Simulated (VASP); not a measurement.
# CsRh3 (Pm-3m) in VASP: further runs

The runs below take CsRh3 through single point, relaxation of cell and atoms, with PBE.

Program: VASP 6.6.1. These are calculated values, not measurements. Logs are shortened: lines on timing, memory, paths and dates and some standing lists are left out, and cuts for length are marked.

**1. The cell of the first run**

The structure is cubic, space group Pm-3m (No. 221). The conventional cell has a = 4.174 Å, b = 4.174 Å, c = 4.174 Å, α = 90.00°, β = 90.00°, γ = 90.00°. Within 3.9 Å of Cs (site symmetry m-3m) lie 12 Rh at 2.95 Å. Within 3.9 Å of Rh (site symmetry 4/mmm) lie 4 Cs at 2.95 Å and 8 Rh at 2.95 Å.

**2. Single point, PBE**

File INCAR:

```
SYSTEM = CsRh3
PREC = Accurate
ENCUT = 520
EDIFF = 1E-6
ISMEAR = 0
SIGMA = 0.1
LREAL = .False.
LASPH = .True.
NELM = 80
ALGO = Normal
ISIF = 2
LWAVE = .False.
LCHARG = .True.
GGA = PE
LELF = .True.
LVHAR = .True.
NBANDS = 35
```

File KPOINTS:

```
regular mesh
0
Gamma
  4 4 4
  0 0 0
```

File POSCAR:

```
CsRh3
1.0
    4.1740419939      0.0000000000      0.0000000000
    0.0000000000      4.1740419939      0.0000000000
    0.0000000000      0.0000000000      4.1740419939
Cs Rh
1 3
Direct
    0.0000000000      0.0000000000      0.0000000000
    0.0000000000      0.5000000000      0.5000000000
    0.5000000000      0.0000000000      0.5000000000
    0.5000000000      0.5000000000      0.0000000000
```

Potentials or basis: VASP PAW PBE potentials, release 64 (Cs_sv, Rh_pv).

Command:

```sh
$ cat potpaw_PBE.64/Cs_sv/POTCAR potpaw_PBE.64/Rh_pv/POTCAR > POTCAR
$ mpirun -np 1 vasp_std > vasp.out
```

OUTCAR:

```text
SYSTEM = CsRh3
   PREC = Accurate
   ENCUT = 520
   EDIFF = 1E-6
   ISMEAR = 0
   LREAL = .False.
   LASPH = .True.
   NELM = 80
   ISIF = 2
   GGA = PE

 ion  position               nearest neighbor table
   1  0.000  0.000  0.000-   2 2.95   3 2.95   4 2.95   2 2.95   3 2.95   2 2.95   4 2.95   2 2.95
                             3 2.95   4 2.95   3 2.95   4 2.95
   2  0.000  0.500  0.500-   1 2.95   3 2.95   4 2.95   1 2.95   4 2.95   1 2.95   3 2.95   1 2.95
                             3 2.95   4 2.95   4 2.95   3 2.95
   3  0.500  0.000  0.500-   1 2.95   2 2.95   4 2.95   1 2.95   4 2.95   2 2.95   4 2.95   4 2.95
                             1 2.95   2 2.95   1 2.95   2 2.95
   4  0.500  0.500  0.000-   1 2.95   2 2.95   3 2.95   2 2.95   3 2.95   1 2.95   3 2.95   3 2.95
                             1 2.95   2 2.95   2 2.95   1 2.95

  LATTYP: Found a simple cubic cell.
 ALAT       =     4.1740419939

  Lattice vectors:

 A1 = (   4.1740419939,   0.0000000000,   0.0000000000)
 A2 = (   0.0000000000,   4.1740419939,   0.0000000000)
 A3 = (   0.0000000000,   0.0000000000,   4.1740419939)

Analysis of symmetry for initial positions (statically):
=====================================================================
 Subroutine PRICEL returns:
 Original cell was already a primitive cell.

 Routine SETGRP: Setting up the symmetry group for a
 simple cubic supercell.

 Subroutine GETGRP returns: Found 48 space group operations
 (whereof 48 operations were pure point group operations)
 out of a pool of 48 trial point group operations.

The static configuration has the point symmetry O_h .

Analysis of symmetry for dynamics (positions and initial velocities):
=====================================================================
 Subroutine PRICEL returns:
 Original cell was already a primitive cell.

 Routine SETGRP: Setting up the symmetry group for a
 simple cubic supercell.

 Subroutine GETGRP returns: Found 48 space group operations
 (whereof 48 operations were pure point group operations)
 out of a pool of 48 trial point group operations.

The dynamic configuration has the point symmetry O_h .

 Subroutine INISYM returns: Found 48 space group operations
 (whereof 48 operations are pure point group operations),
 and found     1 'primitive' translations

----------------------------------------------------------------------------------------

                                     Primitive cell

  volume of cell :      72.7228

  direct lattice vectors                    reciprocal lattice vectors
     4.174041994  0.000000000  0.000000000     0.239575932  0.000000000  0.000000000
     0.000000000  4.174041994  0.000000000     0.000000000  0.239575932  0.000000000
     0.000000000  0.000000000  4.174041994     0.000000000  0.000000000  0.239575932

  length of vectors
     4.174041994  4.174041994  4.174041994     0.239575932  0.239575932  0.239575932

  position of ions in fractional coordinates (direct lattice)
     0.000000000  0.000000000  0.000000000
     0.000000000  0.500000000  0.500000000
     0.500000000  0.000000000  0.500000000
     0.500000000  0.500000000  0.000000000

  ion indices of the primitive-cell ions
   primitive index   ion index
                 1           1
                 2           2
                 3           3
                 4           4

----------------------------------------------------------------------------------------

 KPOINTS: regular mesh

Automatic generation of k-mesh.
 Grid dimensions read from file:
 generate k-points for:    4    4    4

 Generating k-lattice:

  Cartesian coordinates                     Fractional coordinates (reciprocal lattice)
     0.059893983  0.000000000  0.000000000     0.250000000  0.000000000  0.000000000
     0.000000000  0.059893983  0.000000000     0.000000000  0.250000000  0.000000000
     0.000000000  0.000000000  0.059893983     0.000000000  0.000000000  0.250000000

  Length of vectors
     0.059893983  0.059893983  0.059893983

  Shift w.r.t. Gamma in fractional coordinates (k-lattice)
     0.000000000  0.000000000  0.000000000

 Subroutine IBZKPT returns following result:
 ===========================================

 Found     10 irreducible k-points:

 Following reciprocal coordinates:
            Coordinates               Weight
  0.000000  0.000000  0.000000      1.000000
  0.250000  0.000000  0.000000      6.000000
  0.500000  0.000000  0.000000      3.000000
  0.250000  0.250000  0.000000     12.000000
  0.500000  0.250000  0.000000     12.000000
  0.500000  0.500000  0.000000      3.000000
  0.250000  0.250000  0.250000      8.000000
  0.500000  0.250000  0.250000     12.000000
  0.500000  0.500000  0.250000      6.000000
  0.500000  0.500000  0.500000      1.000000
   k-points           NKPTS =     10   k-points in BZ     NKDIM =     10   number of bands    NBANDS=     35
   number of dos      NEDOS =    301   number of ions     NIONS =      4
   total plane-waves  NPLWV =  32768
   dimension x,y,z NGX =    32 NGY =   32 NGZ =   32
   dimension x,y,z NGXF=    64 NGYF=   64 NGZF=   64
   ions per type =               1   3
   NGX,Y,Z   is equivalent  to a cutoff of  12.75, 12.75, 12.75 a.u.
   NGXF,Y,Z  is equivalent  to a cutoff of  25.49, 25.49, 25.49 a.u.
 SYSTEM =  CsRh3
   PREC   = accura    normal or accurate (medium, high low for compatibility)
   ISTART =      0    job   : 0-new  1-cont  2-samecut
   ICHARG =      2    charge: 1-file 2-atom 10-const
   ISPIN  =      1    spin polarized calculation?
   LNONCOLLINEAR =      F non collinear calculations
   LSORBIT =      F    spin-orbit coupling
   LASPH  =      T    aspherical Exc in radial PAW
   ENCUT  =  520.0 eV  38.22 Ry    6.18 a.u.   7.76  7.76  7.76*2*pi/ulx,y,z
   NELM   =     80;   NELMIN=  2; NELMDL= -5     # of ELM steps
   EDIFF  = 0.1E-05   stopping-criterion for ELM
   LREAL  =      F    real-space projection
   EDIFFG = 0.1E-04   stopping-criterion for IOM
   NSW    =      0    number of steps for IOM
   IBRION =     -1    ionic relax: 0-MD 1-quasi-New 2-CG
   NFREE  =      0    steps in history (QN), initial steepest desc. (CG)
   ISIF   =      2    stress and relaxation
   ISYM   =      2    0-nonsym 1-usesym 2-fastsym
   POTIM  = 0.5000    time-step for ionic-motion
   TEBEG  =    0.0;   TEEND  =   0.0 temperature during run
   PSTRESS=    0.0 pullay stress
   NELECT =      54.0000    total number of electrons
   NUPDOWN=      -1.0000    fix difference up-down
   EMIN   =  10.00;   EMAX   =-10.00  energy-range for DOS
   EFERMI =   0.00;   METHOD = LEGACY
   ISMEAR =     0;   SIGMA  =   0.10  broadening in eV -4-tet -1-fermi 0-gaus
   EFERMI_NEDOS =   21; number of points for ismear=-14 and -15
   IALGO  =     38    algorithm
   IMIX   =      4    mixing-type and parameters
     AMIX     =   0.40;   BMIX     =  1.00
     AMIX_MAG =   1.60;   BMIX_MAG =  1.00
  volume/ion in A,a.u.               =      18.18       122.69
  Fermi-wavevector in a.u.,A,eV,Ry     =   1.482459  2.801441 29.901303  2.197684
  Thomas-Fermi vector in A             =   2.596242
   LORBIT       =      0    0 simple, 1 ext, 2 COOP (PROOUT), +10 PAW based schemes
   GGA     = PE    functional components
   LHFCALC =     F    Hartree Fock is set to
   AEXX    =    0.0000 exact exchange contribution
   IVDW    =     0    specifies the selected vdW correction
   LEPSILON=     F    determine dielectric tensor
   LRPA    =     F    only Hartree local field effects (RPA)
 non-spin polarized calculation
 Gauss-broadening in eV      SIGMA  =   0.10
  energy-cutoff  :      520.00
  volume of cell :       72.72
 maximum number of plane-waves:      1972
 NGX is ok and might be reduce to    32
   NGX = 15   NGY = 15   NGZ = 15

 number of electron      53.9999995 magnetization

 Free energy of the ion-electron system (eV)
  ---------------------------------------------------
  ext. energy  EPLUGINS =         0.00000000
  ---------------------------------------------------
  free energy    TOTEN  =       -17.27459297 eV

  energy without entropy =      -17.23632344  energy(sigma->0) =      -17.25545820

 E-fermi :   7.9212     XC(G=0): -12.4364

 val. band max:        7.9123421427   @ k =   0.5000   0.0000   0.0000
 cond. band min:       7.9730432795   @ k =   0.2500   0.2500   0.0000
 fundamental gap:      0.0607011368
 Fermi energy:         7.9211855040

 k-point     1 :       0.0000    0.0000    0.0000
  band No.  band energies     occupation
      1     -37.7626      2.00000
      2     -37.7626      2.00000
      3     -37.7626      2.00000
      4     -37.6302      2.00000
      5     -37.6302      2.00000
      6     -37.6302      2.00000
[... 27 lines left out ...]
     34      13.5958      0.00000
     35      18.2406      0.00000

 k-point     2 :       0.2500    0.0000    0.0000
  band No.  band energies     occupation
      1     -37.7479      2.00000
      2     -37.7479      2.00000
      3     -37.7364      2.00000
      4     -37.6352      2.00000
      5     -37.6352      2.00000
      6     -37.6313      2.00000
[... 27 lines left out ...]
     34      15.5143      0.00000
     35      16.7047      0.00000

 k-point     3 :       0.5000    0.0000    0.0000
  band No.  band energies     occupation
      1     -37.7290      2.00000
      2     -37.7290      2.00000
      3     -37.6776      2.00000
      4     -37.6630      2.00000
      5     -37.6451      2.00000
      6     -37.6451      2.00000
[... 27 lines left out ...]
     34      15.9712      0.00000
     35      16.5297      0.00000
[... 191 lines left out ...]
 k-point     9 :       0.5000    0.5000    0.2500
  band No.  band energies     occupation
      1     -37.8051      2.00000
      2     -37.7301      2.00000
      3     -37.7050      2.00000
      4     -37.7050      2.00000
      5     -37.6274      2.00000
      6     -37.5973      2.00000
[... 27 lines left out ...]
     34      14.2612      0.00000
     35      14.2612      0.00000

 k-point    10 :       0.5000    0.5000    0.5000
  band No.  band energies     occupation
      1     -37.8352      2.00000
      2     -37.7296      2.00000
      3     -37.7296      2.00000
      4     -37.7296      2.00000
      5     -37.5973      2.00000
      6     -37.5973      2.00000
[... 27 lines left out ...]
     34      14.1836      0.00000
     35      14.1836      0.00000

------------------------ aborting loop because EDIFF is reached ----------------------------------------

  FORCE on cell =-STRESS in cart. coord.  units (eV):
  Direction    XX          YY          ZZ          XY          YZ          ZX
  --------------------------------------------------------------------------------------
  -------------------------------------------------------------------------------------
  Total        0.7601538      0.7601538      0.7601538      0.0000000      0.0000000     -0.0000000
  in kB       16.7471780     16.7471780     16.7471780      0.0000000      0.0000000     -0.0000000
  external PRESSURE =      16.7471780 kB  Pullay stress =       0.0000000 kB

 VOLUME and BASIS-vectors are now :
 -----------------------------------------------------------------------------
  energy-cutoff  :      520.00
  volume of cell :       72.72
      direct lattice vectors                 reciprocal lattice vectors
     4.174041994  0.000000000  0.000000000     0.239575932  0.000000000  0.000000000
     0.000000000  4.174041994  0.000000000     0.000000000  0.239575932  0.000000000
     0.000000000  0.000000000  4.174041994     0.000000000  0.000000000  0.239575932

 POSITION                                       TOTAL-FORCE (eV/Angst)
 -----------------------------------------------------------------------------------
      0.00000      0.00000      0.00000         0.000000      0.000000      0.000000
      0.00000      2.08702      2.08702         0.000000      0.000000      0.000000
      2.08702      0.00000      2.08702         0.000000      0.000000      0.000000
      2.08702      2.08702      0.00000         0.000000      0.000000      0.000000
 -----------------------------------------------------------------------------------
    total drift:                                0.000000     -0.000000     -0.000000

  FREE ENERGIE OF THE ION-ELECTRON SYSTEM (eV)
  ---------------------------------------------------
  free  energy   TOTEN  =       -17.2745929657 eV

  energy  without entropy=      -17.2363234422  energy(sigma->0) =      -17.25545820
```

Run time: 9 s. Hardware: 1 thread of Intel Xeon 6975P-C (Granite Rapids), shared host; peak memory 0.18 GiB.

What came out:

- Free energy: -17.2746 eV
- Pressure: 1.7 GPa
- Band gap on the k mesh: zero (bands 27 and 28 overlap by 0.96 eV)

Caveat: the k points lie up to 0.38 Å⁻¹ apart, too coarse for converged energies and pressures of a metal; spin-orbit coupling is left out, which moves the levels of the heavy elements.

**3. Single point, PBE**

This run uses another cell than the first one, of 20.51 Å³/atom.

File INCAR:

```
PREC     = Accurate       # precision mode
ENCUT    = 520            # plane-wave cutoff, eV
EDIFF    = 1E-7           # SCF threshold, eV
ISMEAR   = 0              # smearing method
SIGMA    = 0.1            # smearing width, eV
LREAL    = F              # projectors in reciprocal space
LASPH    = T              # aspherical terms in the spheres
NELM     = 60             # most SCF steps
ALGO     = Normal         # electronic algorithm
ISIF     = 2              # what is computed and relaxed
LWAVE    = F              # write WAVECAR
LCHARG   = F              # write CHGCAR
GGA      = PE             # functional
NBANDS   = 35             # bands
```

File KPOINTS:

```
regular mesh
0
Gamma
  4 4 4
```

File POSCAR:

```
CsRh3
1.0
    4.3454268198      0.0000000000      0.0000000000
    0.0000000000      4.3454268198      0.0000000000
    0.0000000000      0.0000000000      4.3454268198
Cs Rh
1 3
Direct
    0.0000000000      0.0000000000      0.0000000000
    0.0000000000      0.5000000000      0.5000000000
    0.5000000000      0.0000000000      0.5000000000
    0.5000000000      0.5000000000      0.0000000000
```

Potentials or basis: VASP PAW PBE potentials, release 64 (Cs_sv, Rh_pv).

Command:

```sh
$ cat potpaw_PBE.64/Cs_sv/POTCAR potpaw_PBE.64/Rh_pv/POTCAR > POTCAR
$ mpirun -np 1 vasp_std > vasp.out
```

Run time: 9.1 s. Hardware: 1 thread of Intel Xeon 6975P-C (Granite Rapids), shared host; peak memory 0.18 GiB.

The run converged. Its results:

```yaml
Free_energy: -17.0735 eV
Pressure: -7.5 GPa
Band_gap_on_the_k_mesh: zero (bands 27 and 28 overlap by 0.83 eV)
```

Levels at points of the mesh, in eV from the Fermi level:
```csv
k point,band 25,band 26,band 27,band 28,band 29,band 30
"(0.00, 0.00, 0.00)",-0.07,0.42,0.71,0.71,0.71,5.09
"(0.50, 0.00, 0.00)",-0.40,-0.28,-0.28,0.03,0.72,1.07
"(0.50, 0.50, 0.00)",-0.48,-0.39,-0.22,-0.11,-0.11,1.52
"(0.50, 0.50, 0.50)",-0.66,0.47,0.47,0.47,1.06,3.59
```

Caveat: the k points lie up to 0.36 Å⁻¹ apart, too coarse for converged energies and pressures of a metal; spin-orbit coupling is left out, which moves the levels of the heavy elements.

**4. Relaxation of cell and atoms, PBE**

This run uses another cell than the first one, of 20.51 Å³/atom.

File INCAR:

```
SYSTEM = CsRh3
PREC     = Accurate       ! precision mode
ENCUT    = 600            ! plane-wave cutoff, eV
EDIFF    = 1E-7           ! SCF threshold, eV
ISMEAR   = 0              ! smearing method
SIGMA    = 0.1            ! smearing width, eV
LREAL    = .False.        ! projectors in reciprocal space
LASPH    = .True.         ! aspherical terms in the spheres
NELM     = 100            ! most SCF steps
ALGO     = Normal         ! electronic algorithm
ISIF     = 3              ! what is computed and relaxed
LWAVE    = .False.        ! write WAVECAR
LCHARG   = .False.        ! write CHGCAR
GGA      = PE             ! functional
IBRION   = 2              ! ionic algorithm
NSW      = 90             ! ionic steps
EDIFFG   = -0.04          ! ionic threshold
```

File KPOINTS:

```
Automatic mesh
0
Gamma
  4 4 4
  0 0 0
```

POSCAR is that of step 3.

Command:

```sh
$ cat potpaw_PBE.64/Cs_sv/POTCAR potpaw_PBE.64/Rh_pv/POTCAR > POTCAR
$ mpirun -np 1 vasp_std > vasp.out
```

Run time: 33 s. Hardware: 1 thread of Intel Xeon 6975P-C (Granite Rapids), shared host; peak memory 0.22 GiB.

It converged, with:

| Item | Value |
| --- | --- |
| Free energy | -17.2860 eV |
| Relaxed volume | 18.48 Å³/atom |
| Relaxed cell | a = 4.197 Å, b = 4.197 Å, c = 4.197 Å, α = 90.00°, β = 90.00°, γ = 90.00° |
| Space group after relaxing (to 0.1 Å) | Pm-3m (No. 221) |
| Energy gained by relaxing | 53.4 meV/atom |
| Ionic steps | 3 |
| Pressure after relaxing | 0.0 GPa |
| Band gap on the k mesh | zero (bands 27 and 28 overlap by 0.93 eV) |

Step by step:
| step | energy change (eV) | largest force (eV/Å) | pressure (GPa) | volume (Å³) |
| --- | --- | --- | --- | --- |
| 1 | 0.0000 | 0.0000 | -7.53 | 82.05 |
| 2 | -0.1792 | 0.0000 | 4.13 | 71.13 |
| 3 | -0.2137 | 0.0000 | -0.01 | 73.93 |

Final structure:
```cif
data_structure
_symmetry_space_group_name_H-M 'P 1'
_symmetry_Int_Tables_number 1
_cell_length_a 4.1971
_cell_length_b 4.1971
_cell_length_c 4.1971
_cell_angle_alpha 90.000
_cell_angle_beta 90.000
_cell_angle_gamma 90.000
_cell_volume 73.93
loop_
_atom_site_label
_atom_site_type_symbol
_atom_site_fract_x
_atom_site_fract_y
_atom_site_fract_z
_atom_site_occupancy
Cs1 Cs 0.00000 0.00000 0.00000 1
Rh1 Rh 0.00000 0.50000 0.50000 1
Rh2 Rh 0.50000 0.00000 0.50000 1
Rh3 Rh 0.50000 0.50000 0.00000 1
```

Levels at points of the mesh, in eV from the Fermi level:
```
           k point  band 24  band 25  band 26  band 27  band 28  band 29  band 30  band 31
(0.00, 0.00, 0.00)    -0.12    -0.12     0.45     0.82     0.82     0.82     5.40     5.40
(0.50, 0.00, 0.00)    -0.77    -0.49    -0.32    -0.32     0.00     0.82     1.49     4.14
(0.50, 0.50, 0.00)    -1.16    -0.65    -0.51    -0.12    -0.05    -0.05     1.39     4.31
(0.50, 0.50, 0.50)    -0.87    -0.87     0.52     0.52     0.52     0.88     3.97     3.97
```

Caveat: the k points lie up to 0.37 Å⁻¹ apart in the final cell, too coarse for converged energies and pressures of a metal; spin-orbit coupling is left out, which moves the levels of the heavy elements.

**5. Summary**

```tsv
task	cell	cutoff (eV)	gap on the mesh (eV)	pressure (GPa)
single point	a = 4.174 Å, 4 atoms	520	none	1.7
single point	a = 4.345 Å, 4 atoms	520	none	-7.5
relaxation of cell and atoms	relaxed from a = 4.345 Å, 4 atoms	600	none	0.0
```

Alike in all rows: level PBE; potentials or basis VASP PAW PBE potentials, release 64 (Cs_sv, Rh_pv); no spin polarisation; k mesh 4 × 4 × 4; smearing gaussian 0.1 eV.

Caveats: all runs use coarse meshes; spin-orbit coupling is left out, which moves the levels of the heavy elements.

Absolute energies hang on the potentials; compare differences alone.
